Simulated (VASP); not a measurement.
Wanted: the native input for a VASP 6.6.1 run.

| Quantity | Value |
| --- | --- |
| Task | single point |
| Functional | PBE |
| Potentials or basis | VASP PAW PBE potentials, release 64 (Hf_pv, N) |
| Cutoff | 520 eV |
| k mesh | 14 × 14 × 14 |
| Occupations | gaussian, width 0.1 eV |
| Spin | no spin polarisation |
| Dipole correction | no |
| Further INCAR settings | ALGO = Normal; EDIFF = 1e-06; NBANDS = 14 |

The structure of HfN lies in POSCAR:

```
HfN
1.0
    0.0000000000      2.5734144508      2.5734144508
    2.5734144508      0.0000000000      2.5734144508
    2.5734144508      2.5734144508      0.0000000000
Hf N
1 1
Direct
    0.0000000000      0.0000000000      0.0000000000
    0.7500000000      0.7500000000      0.7500000000
```

This cell differs from its parent crystal: strained.

These files were run (other wordings do the same):

INCAR

```
  PREC = Accurate
  ENCUT = 520
  EDIFF = 1E-6
  ISMEAR = 0
  SIGMA = 0.1
  LREAL = False
  LASPH = True
  NELM = 100
  ALGO = Normal
  ISIF = 2
  LWAVE = False
  LCHARG = False
  GGA = PE
  NBANDS = 14
```

KPOINTS

```
Automatic mesh
0
Gamma
  14 14 14
```

Potentials or basis: VASP PAW PBE potentials, release 64 (Hf_pv, N).

Launch:

```sh
$ cat potpaw_PBE.64/Hf_pv/POTCAR potpaw_PBE.64/N/POTCAR > POTCAR
$ mpirun -np 1 vasp_std > vasp.out
```

It gave:

```
Pressure               : -20.8 GPa
Band gap on the k mesh : zero (an odd number of electrons rules out a gap without spin polarisation)
```

Caveat: the cell differs from its parent crystal (strained); the cell stands under tension; spin-orbit coupling is left out, which moves the levels of the heavy elements.

Run time: 55 s on 1 thread of Intel Xeon 8259CL, with other jobs on the host, peak memory 0.19 GiB.
